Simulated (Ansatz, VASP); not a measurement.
# Two plane-wave programs on CoH

POSCAR

```
CoH
1.0
    0.0000000000      1.8429617100      1.8429617100
    1.8429617100      0.0000000000      1.8429617100
    1.8429617100      1.8429617100      0.0000000000
Co H
1 1
Direct
   -0.0625000000     -0.0625000000      0.0625000000
    0.5625000000      0.5625000000      0.4375000000
```

The input INCAR.step1:

```
PREC     = Accurate       # precision mode
ENCUT    = 520            # plane-wave cutoff, eV
ISMEAR   = -1             # smearing method
SIGMA    = 0.05           # smearing width, eV
LREAL    = False          # projectors in reciprocal space
LASPH    = True           # aspherical terms in the spheres
NELM     = 150            # most SCF steps
ISPIN    = 2              # spin polarisation
MAGMOM   = 2 0            # initial moments
LMAXMIX  = 4              # l up to which the mixer works
NBANDS   = 16             # bands
GGA      = PE             # functional
ALGO     = Normal         # electronic algorithm
EDIFF    = 1E-4           # SCF threshold, eV
LWAVE    = True           # write WAVECAR
LCHARG   = False          # write CHGCAR
```

Contents of INCAR.step2:

```
PREC     = Accurate       # precision mode
ENCUT    = 520            # plane-wave cutoff, eV
EDIFF    = 1E-8           # SCF threshold, eV
ISMEAR   = -1             # smearing method
SIGMA    = 0.05           # smearing width, eV
LREAL    = False          # projectors in reciprocal space
LASPH    = True           # aspherical terms in the spheres
NELM     = 150            # most SCF steps
ALGO     = Normal         # electronic algorithm
ISIF     = 2              # what is computed and relaxed
LWAVE    = False          # write WAVECAR
LCHARG   = False          # write CHGCAR
ISPIN    = 2              # spin polarisation
MAGMOM   = 2 0            # initial moments
LORBIT   = 11             # projections on sites
LMAXMIX  = 4              # l up to which the mixer works
METAGGA  = R2SCAN         # meta-GGA
LMIXTAU  = True         
LEFG     = True         
NBANDS   = 16             # bands
ISTART   = 1
```

File KPOINTS:

```
regular mesh
0
Gamma
  13 13 13
```

Input for Ansatz:

```yaml
crystal:
  lattice:
    - [0.0, 1.84296171, 1.84296171]
    - [1.84296171, 0.0, 1.84296171]
    - [1.84296171, 1.84296171, 0.0]
  atoms:
    - { symbol: Co, position: [-0.0625, -0.0625, 0.0625], spin: 2.0 }
    - { symbol: H, position: [0.5625, 0.5625, 0.4375] }
magnetization:
  spin_polarized: true
kpoints:
  mp_grid: { grid: [13, 13, 13] }
scf:
  occupations: { method: fermi_dirac, width: 0.05 }
hamiltonian:
  xc: r2scan
  pseudopotentials: { kind: paw }
output:
  forces: true
  stress: true
  eigenvalues: true
  efg: { contact_densities: true }
  populations: true
```

Change from the starting cell: shortest bond scaled by 0.75, PAW files.

Alike in both runs: task electric field gradients; functional r2SCAN; k mesh 13 × 13 × 13; occupations fermi-dirac, width 0.05 eV; collinear spin.

```csv
,VASP,Ansatz
version,VASP 6.6.1,Ansatz 0.2.0
potentials or method,"VASP PAW PBE potentials, release 64 (Co, H)","PAW with Ansatz's default frozen-core files, scalar-relativistic"
plane-wave cutoff (eV),520,500
valence electrons in the cell,10,18
```

VASP gave:

```
pressure (GPa)                                                : 16.3
traceless stress, the component that is largest in VASP (GPa) : 34.53
rms of the force components (eV/Å)                            : 1.831
net moment per atom (μB)                                      : 0.68
size of the moment on the site where the two differ most (μB) : 1.42
size of Vzz on the site where it differs most (V/Å²)          : 58.2
```

Which values does Ansatz return?

Pressure (GPa): 15.5; traceless stress, the component that is largest in VASP (GPa): 32.77; rms of the force components (eV/Å): 1.756; net moment per atom (μB): 0.68; size of the moment on the site where the two differ most (μB): 1.18; size of Vzz on the site where it differs most (V/Å²): 31.7.

VASP's potentials were made for PBE, not for r2SCAN. Site moments also hang on the region over which each program counts them. Atom by atom the forces differ by 0.075 eV/Å (rms over components). VASP's potentials hold 10 valence electrons a cell and Ansatz's 18, so a difference there can come from the potentials and not from the codes. Ansatz's warnings: stability check not made.
